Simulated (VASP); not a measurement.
Crystal: Ba.

```
Ba
1.0
    -2.48968    2.48968    2.48968
     2.48968   -2.48968    2.48968
     2.48968    2.48968   -2.48968
Ba
1
Direct
  0.00000 0.00000 0.00000
```

Base run:

```yaml
Program: VASP 6.6.1
Functional: PBE
Potentials_or_basis: VASP PAW PBE potentials, release 64 (Ba_sv)
Cutoff: 520 eV
k_mesh: 8 × 8 × 8
Occupations: fermi-dirac, width 0.05 eV
Spin: no spin polarisation
```

Its results: band gap on the k mesh zero (band 5 reaches 2.25 eV, above the bottom of band 6 at 1.14 eV); pressure 0.2 GPa.

Q: The run is repeated on the same cell with these changes: functional from PBE to PBEsol; further incar settings from ALGO = Fast; EDIFF = 1e-07; NBANDS = 11 to ALGO = Normal; EDIFF = 1e-06; NBANDS = 11. What comes out?

A: Band gap on the k mesh zero (band 5 reaches 2.14 eV, above the bottom of band 6 at 1.04 eV); pressure -0.5 GPa.

Caveats: spin-orbit coupling is left out, which moves the levels of the heavy elements; the PAW data sets were made with another functional, which shifts forces and pressure a little (some runs).
